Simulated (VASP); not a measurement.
# NaTa in VASP: notebook

Runs on NaTa. Level: PBE. Tasks: single point.

Program: VASP 6.6.1. These are calculated values, not measurements. Logs are shortened: lines on timing, memory, paths and dates and some standing lists are left out, and cuts for length are marked.

## Step 1: The cell of the first run

It takes space group P4/nmm (No. 129, tetragonal). Conventional cell: a = 3.844 Å, b = 3.844 Å, c = 5.848 Å, α = 90.00°, β = 90.00°, γ = 90.00°. Na (site symmetry 4mm) has 4 Na at 2.72 Å and 8 Ta at 3.50 Å within 3.6 Å. Ta (site symmetry -4m2) has 4 Ta at 2.72 Å and 8 Na at 3.50 Å within 3.6 Å.

## Step 2: Single point, PBE

Input file INCAR:

```
SYSTEM = NaTa
PREC     = Accurate       ! precision mode
ENCUT    = 520            ! plane-wave cutoff, eV
EDIFF    = 1E-7           ! SCF threshold, eV
ISMEAR   = 0              ! smearing method
SIGMA    = 0.1            ! smearing width, eV
LREAL    = .FALSE.        ! projectors in reciprocal space
LASPH    = .TRUE.         ! aspherical terms in the spheres
NELM     = 80             ! most SCF steps
ALGO     = Normal         ! electronic algorithm
ISIF     = 2              ! what is computed and relaxed
LWAVE    = .FALSE.        ! write WAVECAR
LCHARG   = .TRUE.         ! write CHGCAR
GGA      = PE             ! functional
LELF     = .TRUE.         ! ELF
LVHAR    = .TRUE.       
NBANDS   = 26             ! bands
```

Input file KPOINTS:

```
Automatic mesh
0
G
  4 4 4
  0 0 0
```

Input file POSCAR:

```
NaTa
1.0
    3.8437307208      0.0000000000      0.0000000000
    0.0000000000      3.8437307208      0.0000000000
    0.0000000000      0.0000000000      5.8483401176
Na Ta
2 2
Direct
    0.0000000000      0.5000000000      0.4994164000
    0.5000000000      0.0000000000      0.5005836000
    0.0000000000      0.0000000000      0.0000000000
    0.5000000000      0.5000000000      0.0000000000
```

Potentials or basis: VASP PAW PBE potentials, release 64 (Na_pv, Ta_pv).

Command:

```
$ cat potpaw_PBE.64/Na_pv/POTCAR potpaw_PBE.64/Ta_pv/POTCAR > POTCAR
$ mpirun -np 1 vasp_std > vasp.out
```

OUTCAR:

```text
SYSTEM = NaTa
   PREC = Accurate
   ENCUT = 520
   EDIFF = 1E-7
   ISMEAR = 0
   LREAL = .FALSE.
   LASPH = .TRUE.
   NELM = 80
   ISIF = 2
   GGA = PE

 ion  position               nearest neighbor table
   1  0.000  0.500  0.499-   2 2.72   2 2.72   2 2.72   2 2.72
   2  0.500  0.000  0.501-   1 2.72   1 2.72   1 2.72   1 2.72
   3  0.000  0.000  0.000-   4 2.72   4 2.72   4 2.72   4 2.72
   4  0.500  0.500  0.000-   3 2.72   3 2.72   3 2.72   3 2.72

  LATTYP: Found a simple tetragonal cell.
 ALAT       =     3.8437307208
 C/A-ratio  =     1.5215270118

  Lattice vectors:

 A1 = (   3.8437307208,   0.0000000000,   0.0000000000)
 A2 = (   0.0000000000,   3.8437307208,   0.0000000000)
 A3 = (   0.0000000000,   0.0000000000,   5.8483401176)

Analysis of symmetry for initial positions (statically):
=====================================================================
 Subroutine PRICEL returns:
 Original cell was already a primitive cell.

 Routine SETGRP: Setting up the symmetry group for a
 simple tetragonal supercell.

 Subroutine GETGRP returns: Found 16 space group operations
 (whereof  8 operations were pure point group operations)
 out of a pool of 16 trial point group operations.

The static configuration has the point symmetry D_2d.
 The point group associated with its full space group is D_4h.

Analysis of symmetry for dynamics (positions and initial velocities):
=====================================================================
 Subroutine PRICEL returns:
 Original cell was already a primitive cell.

 Routine SETGRP: Setting up the symmetry group for a
 simple tetragonal supercell.

 Subroutine GETGRP returns: Found 16 space group operations
 (whereof  8 operations were pure point group operations)
 out of a pool of 16 trial point group operations.

The dynamic configuration has the point symmetry D_2d.
 The point group associated with its full space group is D_4h.

 Subroutine INISYM returns: Found 16 space group operations
 (whereof  8 operations are pure point group operations),
 and found     1 'primitive' translations

----------------------------------------------------------------------------------------

                                     Primitive cell

  volume of cell :      86.4049

  direct lattice vectors                    reciprocal lattice vectors
     3.843730721  0.000000000  0.000000000     0.260163907  0.000000000  0.000000000
     0.000000000  3.843730721  0.000000000     0.000000000  0.260163907  0.000000000
     0.000000000  0.000000000  5.848340118     0.000000000  0.000000000  0.170988687

  length of vectors
     3.843730721  3.843730721  5.848340118     0.260163907  0.260163907  0.170988687

  position of ions in fractional coordinates (direct lattice)
     0.000000000  0.500000000  0.499416400
     0.500000000  0.000000000  0.500583600
     0.000000000  0.000000000  0.000000000
     0.500000000  0.500000000  0.000000000

  ion indices of the primitive-cell ions
   primitive index   ion index
                 1           1
                 2           2
                 3           3
                 4           4

----------------------------------------------------------------------------------------

 KPOINTS: Automatic mesh

Automatic generation of k-mesh.
 Grid dimensions read from file:
 generate k-points for:    4    4    4

 Generating k-lattice:

  Cartesian coordinates                     Fractional coordinates (reciprocal lattice)
     0.065040977  0.000000000  0.000000000     0.250000000  0.000000000  0.000000000
     0.000000000  0.065040977  0.000000000     0.000000000  0.250000000  0.000000000
     0.000000000  0.000000000  0.042747172     0.000000000  0.000000000  0.250000000

  Length of vectors
     0.065040977  0.065040977  0.042747172

  Shift w.r.t. Gamma in fractional coordinates (k-lattice)
     0.000000000  0.000000000  0.000000000

 Subroutine IBZKPT returns following result:
 ===========================================

 Found     18 irreducible k-points:

 Following reciprocal coordinates:
            Coordinates               Weight
  0.000000  0.000000  0.000000      1.000000
  0.250000  0.000000  0.000000      4.000000
  0.500000  0.000000  0.000000      2.000000
  0.250000  0.250000  0.000000      4.000000
  0.500000  0.250000  0.000000      4.000000
  0.500000  0.500000  0.000000      1.000000
[... 10 lines left out ...]
  0.500000  0.250000  0.500000      4.000000
  0.500000  0.500000  0.500000      1.000000
   k-points           NKPTS =     18   k-points in BZ     NKDIM =     18   number of bands    NBANDS=     26
   number of dos      NEDOS =    301   number of ions     NIONS =      4
   total plane-waves  NPLWV =  43200
   dimension x,y,z NGX =    30 NGY =   30 NGZ =   48
   dimension x,y,z NGXF=    60 NGYF=   60 NGZF=   96
   ions per type =               2   2
   NGX,Y,Z   is equivalent  to a cutoff of  12.98, 12.98, 13.64 a.u.
[... 64 lines left out ...]
 fundamental gap:      0.0193619681
 Fermi energy:         3.0864316917

 k-point     1 :       0.0000    0.0000    0.0000
  band No.  band energies     occupation
      1     -31.6003      2.00000
      2     -31.6003      2.00000
      3     -31.2183      2.00000
      4     -30.9380      2.00000
      5     -30.5304      2.00000
      6     -30.5304      2.00000
[... 18 lines left out ...]
     25       8.5313      0.00000
     26       9.3185      0.00000

 k-point     2 :       0.2500    0.0000    0.0000
  band No.  band energies     occupation
      1     -31.4703      2.00000
      2     -31.4534      2.00000
      3     -31.1764      2.00000
      4     -30.9782      2.00000
      5     -30.7168      2.00000
      6     -30.6977      2.00000
[... 18 lines left out ...]
     25       7.3443      0.00000
     26       7.7582      0.00000

 k-point     3 :       0.5000    0.0000    0.0000
  band No.  band energies     occupation
      1     -31.1215      2.00000
      2     -31.1215      2.00000
      3     -31.0857      2.00000
      4     -31.0857      2.00000
      5     -31.0764      2.00000
      6     -31.0764      2.00000
[... 18 lines left out ...]
     25       7.9841      0.00000
     26       7.9842      0.00000

 k-point     4 :       0.2500    0.2500    0.0000
  band No.  band energies     occupation
      1     -31.6850      2.00000
      2     -31.1747      2.00000
      3     -31.1460      2.00000
      4     -31.0315      2.00000
      5     -31.0058      2.00000
      6     -30.4743      2.00000
[... 18 lines left out ...]
     25       7.1649      0.00000
     26       7.3947      0.00000

 k-point     5 :       0.5000    0.2500    0.0000
  band No.  band energies     occupation
      1     -31.5759      2.00000
      2     -31.5759      2.00000
      3     -31.0745      2.00000
      4     -31.0745      2.00000
      5     -30.6206      2.00000
      6     -30.6206      2.00000
[... 18 lines left out ...]
     25       8.3173      0.00000
     26       8.3326      0.00000

 k-point     6 :       0.5000    0.5000    0.0000
  band No.  band energies     occupation
      1     -31.7683      2.00000
      2     -31.7683      2.00000
      3     -31.0726      2.00000
      4     -31.0726      2.00000
      5     -30.4175      2.00000
      6     -30.4175      2.00000
[... 253 lines left out ...]
 k-point    15 :       0.5000    0.0000    0.5000
  band No.  band energies     occupation
      1     -31.1215      2.00000
      2     -31.1215      2.00000
      3     -31.0857      2.00000
      4     -31.0857      2.00000
      5     -31.0765      2.00000
      6     -31.0765      2.00000
[... 18 lines left out ...]
     25       5.4263      0.00000
     26       5.4263      0.00000

 k-point    16 :       0.2500    0.2500    0.5000
  band No.  band energies     occupation
      1     -31.6851      2.00000
      2     -31.1747      2.00000
      3     -31.1460      2.00000
      4     -31.0315      2.00000
      5     -31.0059      2.00000
      6     -30.4743      2.00000
[... 18 lines left out ...]
     25       7.3894      0.00000
     26       7.7798      0.00000

 k-point    17 :       0.5000    0.2500    0.5000
  band No.  band energies     occupation
      1     -31.5759      2.00000
      2     -31.5759      2.00000
      3     -31.0746      2.00000
      4     -31.0746      2.00000
      5     -30.6206      2.00000
      6     -30.6206      2.00000
[... 18 lines left out ...]
     25       6.7563      0.00000
     26       6.7563      0.00000

 k-point    18 :       0.5000    0.5000    0.5000
  band No.  band energies     occupation
      1     -31.7683      2.00000
      2     -31.7683      2.00000
      3     -31.0728      2.00000
      4     -31.0728      2.00000
      5     -30.4175      2.00000
      6     -30.4175      2.00000
[... 18 lines left out ...]
     25       7.7470      0.00000
     26       7.7471      0.00000

------------------------ aborting loop because EDIFF is reached ----------------------------------------

  FORCE on cell =-STRESS in cart. coord.  units (eV):
  Direction    XX          YY          ZZ          XY          YZ          ZX
  --------------------------------------------------------------------------------------
  -------------------------------------------------------------------------------------
  Total       -0.0557099     -0.0557099      0.0524776      0.0000000      0.0000000      0.0000000
  in kB       -1.0330101     -1.0330101      0.9730750      0.0000000      0.0000000      0.0000000
  external PRESSURE =      -0.3643150 kB  Pullay stress =       0.0000000 kB

 VOLUME and BASIS-vectors are now :
 -----------------------------------------------------------------------------
  energy-cutoff  :      520.00
  volume of cell :       86.40
      direct lattice vectors                 reciprocal lattice vectors
     3.843730721  0.000000000  0.000000000     0.260163907  0.000000000  0.000000000
     0.000000000  3.843730721  0.000000000     0.000000000  0.260163907  0.000000000
     0.000000000  0.000000000  5.848340118     0.000000000  0.000000000  0.170988687

 POSITION                                       TOTAL-FORCE (eV/Angst)
 -----------------------------------------------------------------------------------
      0.00000      1.92187      2.92076         0.000000      0.000000      0.002436
      1.92187      0.00000      2.92758        -0.000000      0.000000     -0.002436
      0.00000      0.00000      0.00000         0.000000      0.000000      0.000000
      1.92187      1.92187      0.00000         0.000000     -0.000000      0.000000
 -----------------------------------------------------------------------------------
    total drift:                                0.000000      0.000000      0.000000

  FREE ENERGIE OF THE ION-ELECTRON SYSTEM (eV)
  ---------------------------------------------------
  free  energy   TOTEN  =       -22.3647944150 eV

  energy  without entropy=      -22.3311916629  energy(sigma->0) =      -22.34799304
```

Wall time 18 s (1 thread of Intel Xeon 6975P-C (Granite Rapids), shared host); peak memory 0.2 GiB.

Results:

```yaml
Free_energy: -22.3648 eV
Pressure: 0.0 GPa
Band_gap_on_the_k_mesh: zero (bands 18 and 19 overlap by 0.89 eV)
```

Forces on the atoms (eV/Å):
```
Na   0.000  0.000  0.002
Na   0.000  0.000 -0.002
Ta   0.000  0.000  0.000
Ta   0.000  0.000  0.000
```

Caveat: the k points lie up to 0.41 Å⁻¹ apart, too coarse for converged energies and pressures of a metal; spin-orbit coupling is left out, which moves the levels of the heavy elements.

## Step 3: Single point, PBE

This run uses another cell than the first one: it holds 2 atoms, not 4.

Input file INCAR:

```
SYSTEM = NaTa
  ALGO = Fast
  EDIFF = 1E-7
  ENCUT = 520
  GGA = PE
  ISIF = 2
  ISMEAR = 0
  LASPH = .TRUE.
  LCHARG = .TRUE.
  LELF = .TRUE.
  LREAL = .FALSE.
  LVHAR = .TRUE.
  LWAVE = .FALSE.
  NBANDS = 16
  NELM = 60
  PREC = Accurate
  SIGMA = 0.1
```

Input file KPOINTS:

```
k-points
0
G
  20 20 10
  0 0 0
```

Input file POSCAR:

```
NaTa
1.0
    2.7205954877      0.0000000000      0.0000000000
    0.0000000000      2.7205954877      0.0000000000
    0.0000000000      0.0000000000      5.8414252133
Na Ta
1 1
Direct
    0.5000000000      0.5000000000      0.5000000000
    0.0000000000      0.0000000000      0.0000000000
```

Potentials or basis: VASP PAW PBE potentials, release 64 (Na_pv, Ta_pv).

Command:

```
$ cat potpaw_PBE.64/Na_pv/POTCAR potpaw_PBE.64/Ta_pv/POTCAR > POTCAR
$ mpirun -np 1 vasp_std > vasp.out
```

Wall time 95 s (1 thread of Intel Xeon 6975P-C (Granite Rapids), shared host); peak memory 0.36 GiB.

It converged, with:

```
Free energy            : -11.2229 eV
Pressure               : 0.0 GPa
Band gap on the k mesh : zero (bands 9 and 10 overlap by 1.74 eV)
```

Levels at points of the mesh, in eV from the Fermi level:
```tsv
k point	band 5	band 6	band 7	band 8	band 9	band 10	band 11	band 12	band 13	band 14
(0.00, 0.00, 0.00)	-24.19	-24.19	-6.24	-2.68	-2.39	-0.43	3.32	3.97	3.97	6.26
(0.50, 0.00, 0.00)	-24.15	-24.15	-2.61	-2.05	-0.31	0.61	2.62	3.97	4.66	5.72
(0.50, 0.50, 0.00)	-24.47	-24.11	-3.54	-0.42	-0.42	1.62	5.45	5.45	7.65	8.54
(0.00, 0.00, 0.50)	-24.19	-24.19	-5.91	-3.04	-2.39	-1.25	3.97	3.97	5.19	6.26
(0.50, 0.00, 0.50)	-24.15	-24.15	-2.53	-2.29	0.41	1.19	1.43	2.62	4.65	5.68
(0.50, 0.50, 0.50)	-24.47	-24.11	-3.52	-0.46	-0.46	2.22	5.10	6.26	6.26	7.78
```

Caveat: spin-orbit coupling is left out, which moves the levels of the heavy elements.

## Step 4: Single point, PBE

This run uses another cell than the first one: it holds 2 atoms, not 4.

Input file INCAR:

```
  ALGO = Fast
  EDIFF = 1E-6
  ENCUT = 520
  GGA = PE
  ISIF = 2
  ISMEAR = 0
  LASPH = True
  LCHARG = False
  LREAL = False
  LWAVE = False
  NBANDS = 16
  NELM = 60
  PREC = Accurate
  SIGMA = 0.1
```

Input file KPOINTS:

```
k-points
0
Gamma
  20 20 10
```

Input file POSCAR:

```
NaTa
1.0
    2.7201754689      0.0000000000      0.0000000000
    0.0000000000      2.7201754689      0.0000000000
    0.0000000000      0.0000000000      5.8399634015
Na Ta
1 1
Direct
    0.5000000000      0.5000000000      0.5000000000
    0.0000000000      0.0000000000      0.0000000000
```

Command:

```
$ cat potpaw_PBE.64/Na_pv/POTCAR potpaw_PBE.64/Ta_pv/POTCAR > POTCAR
$ mpirun -np 1 vasp_std > vasp.out
```

It took 83 s on 1 thread of Intel Xeon 6975P-C (Granite Rapids), shared host; peak memory 0.36 GiB.

It converged, with:

```
Free energy            : -11.2229 eV
Pressure               : 0.0 GPa
Band gap on the k mesh : zero (bands 9 and 10 overlap by 1.74 eV)
```

Stress tensor (GPa, compression positive):
```
 0.08  0.00  0.00
 0.00  0.08  0.00
 0.00  0.00 -0.01
```

Levels at points of the mesh, in eV from the Fermi level:
```tsv
k point	band 6	band 7	band 8	band 9	band 10	band 11	band 12	band 13
(0.00, 0.00, 0.00)	-24.18	-6.24	-2.68	-2.39	-0.43	3.32	3.98	3.98
(0.50, 0.00, 0.00)	-24.15	-2.61	-2.05	-0.31	0.61	2.62	3.97	4.66
(0.50, 0.50, 0.00)	-24.11	-3.55	-0.42	-0.42	1.62	5.45	5.45	7.65
(0.00, 0.00, 0.50)	-24.18	-5.91	-3.04	-2.39	-1.25	3.97	3.97	5.19
(0.50, 0.00, 0.50)	-24.15	-2.54	-2.29	0.41	1.19	1.43	2.62	4.65
(0.50, 0.50, 0.50)	-24.11	-3.53	-0.46	-0.46	2.22	5.10	6.26	6.26
```

Caveat: spin-orbit coupling is left out, which moves the levels of the heavy elements.

## Step 5: Single point, PBE

This run uses another cell than the first one: it holds 2 atoms, not 4.

Input file INCAR:

```
SYSTEM = NaTa
PREC = Accurate ; ENCUT = 520
EDIFF = 1E-6 ; ISMEAR = 0
SIGMA = 0.1 ; LREAL = .False.
LASPH = .True. ; NELM = 80
ALGO = Fast ; ISIF = 2
LWAVE = .False. ; LCHARG = .False.
GGA = PE ; NBANDS = 16
```

Input file KPOINTS:

```
Automatic mesh
0
Gamma
  18 18 14
  0 0 0
```

Input file POSCAR:

```
NaTa
1.0
    2.7187609069      0.0000000000      0.0000000000
    0.0000000000      2.7187609069      0.0000000000
    0.0000000000      0.0000000000      5.8376716576
Na Ta
1 1
Direct
    0.5000000000      0.5000000000      0.5000000000
    0.0000000000      0.0000000000      0.0000000000
```

Command:

```
$ cat potpaw_PBE.64/Na_pv/POTCAR potpaw_PBE.64/Ta_pv/POTCAR > POTCAR
$ mpirun -np 1 vasp_std > vasp.out
```

Run time: 98 s. Hardware: 1 thread of Intel Xeon 6975P-C (Granite Rapids), shared host; peak memory 0.38 GiB.

Results (log left out):

| Item | Value |
| --- | --- |
| Free energy | -11.2221 eV |
| Pressure | 0.1 GPa |
| Band gap on the k mesh | zero (bands 9 and 10 overlap by 1.83 eV) |

Levels at points of the mesh, in eV from the Fermi level:
```tsv
k point	band 7	band 8	band 9	band 10	band 11	band 12
(0.00, 0.00, 0.00)	-6.25	-2.68	-2.41	-0.43	3.33	3.99
(0.50, 0.00, 0.00)	-2.62	-2.06	-0.31	0.61	2.62	3.98
(0.50, 0.50, 0.00)	-3.56	-0.42	-0.42	1.63	5.46	5.46
(0.00, 0.00, 0.50)	-5.91	-3.04	-2.40	-1.25	3.98	3.98
(0.50, 0.00, 0.50)	-2.54	-2.29	0.41	1.19	1.44	2.61
(0.50, 0.50, 0.50)	-3.54	-0.46	-0.46	2.23	5.11	6.27
```

Caveat: spin-orbit coupling is left out, which moves the levels of the heavy elements.

## Step 6: The runs side by side

| cell | k mesh | gap on the mesh (eV) | pressure (GPa) |
| --- | --- | --- | --- |
| a = 3.844, b = 3.844, c = 5.848 Å, 4 atoms, atomic positions A | 4 × 4 × 4 | none | 0.0 |
| a = 2.721, b = 2.721, c = 5.841 Å, 2 atoms, atomic positions B | 20 × 20 × 10 | none | 0.0 |
| a = 2.720, b = 2.720, c = 5.840 Å, 2 atoms, atomic positions B | 20 × 20 × 10 | none | 0.0 |
| a = 2.719, b = 2.719, c = 5.838 Å, 2 atoms, atomic positions B | 18 × 18 × 14 | none | 0.1 |

Alike in all rows: task single point; level PBE; potentials or basis VASP PAW PBE potentials, release 64 (Na_pv, Ta_pv); no spin polarisation; cutoff (eV) 520; smearing gaussian 0.1 eV.

Caveats: some runs use coarse meshes; spin-orbit coupling is left out, which moves the levels of the heavy elements.

Absolute energies hang on the potentials; compare differences alone.
